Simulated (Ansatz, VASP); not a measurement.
**Rb in VASP and in Ansatz**

```xyz
1
Lattice="0.0000 3.6399 3.6399 3.6399 0.0000 3.6399 3.6399 3.6399 0.0000" Properties=species:S:1:pos:R:3 pbc="T T T"
Rb    0.0000    0.0000    0.0000
```

Alike in both runs: task single point; functional PBEsol; k mesh 4 × 4 × 4; occupations gaussian, width 0.1 eV; no spin polarisation.

|  | VASP | Ansatz |
| --- | --- | --- |
| version | VASP 6.6.1 | Ansatz 0.2.0 |
| potentials or method | VASP PAW PBE potentials, release 64 (Rb_sv), cutoff 500 eV | scalar-relativistic, plane waves, PAW |
| valence electrons in the cell | 9 | 9 |

```csv
,VASP,Ansatz,Ansatz less VASP
gap on the k mesh at the Fermi level (eV),none,none,-
pressure (GPa),-0.2,-0.2,0.00
```

VASP's potentials were made for PBE, not for PBEsol. A gap of «none» marks a metal or a gap that the smearing closes. The functional is the same, so the differences come from potentials, cutoffs and numerics.

The k mesh is coarse, so the values compare programs but aren't converged.
